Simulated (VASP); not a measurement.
Write the native input for VASP 6.6.1 that does the following.

```
Task                   : single point
Functional             : PBE
Potentials or basis    : VASP PAW PBE potentials, release 64 (Na_pv, F)
Cutoff                 : 600 eV
k mesh                 : 6 × 6 × 6
Occupations            : gaussian, width 0.1 eV
Spin                   : no spin polarisation
Dipole correction      : no
Further INCAR settings : ALGO = Normal; EDIFF = 1e-06; NBANDS = 14
```

The structure of NaF lies in POSCAR:

```
NaF
1.0
    0.0000000000      2.3477418637      2.3477418637
    2.3477418637      0.0000000000      2.3477418637
    2.3477418637      2.3477418637      0.0000000000
Na F
1 1
Direct
    0.0000000000      0.0000000000      0.0000000000
    0.5000000000      0.5000000000      0.5000000000
```

These files were run (other wordings do the same):

INCAR

```
SYSTEM = NaF
ALGO = Normal
EDIFF = 1E-6
ENCUT = 600
GGA = PE
GGA_COMPAT = .False.
ISIF = 2
ISMEAR = 0
LASPH = .True.
LCHARG = .True.
LELF = .True.
LREAL = .False.
LVHAR = .True.
LWAVE = .False.
NBANDS = 14
NELM = 120
PREC = Accurate
SIGMA = 0.1
```

KPOINTS

```
k-points
0
Gamma
  6 6 6
  0 0 0
```

Potentials or basis: VASP PAW PBE potentials, release 64 (Na_pv, F).

Command:

```sh
$ cat potpaw_PBE.64/Na_pv/POTCAR potpaw_PBE.64/F/POTCAR > POTCAR
$ mpirun -np 1 vasp_std > vasp.out
```

It gave:

```json
{
  "Pressure": "-0.1 GPa",
  "Band gap on the k mesh": "6.09 eV, direct"
}
```

It took 7.2 s on 1 thread of Intel(R) Xeon(R) Platinum 8259CL CPU @ 2.50GHz (Skylake/Cascade Lake), on a shared host, peak memory 0.14 GiB.
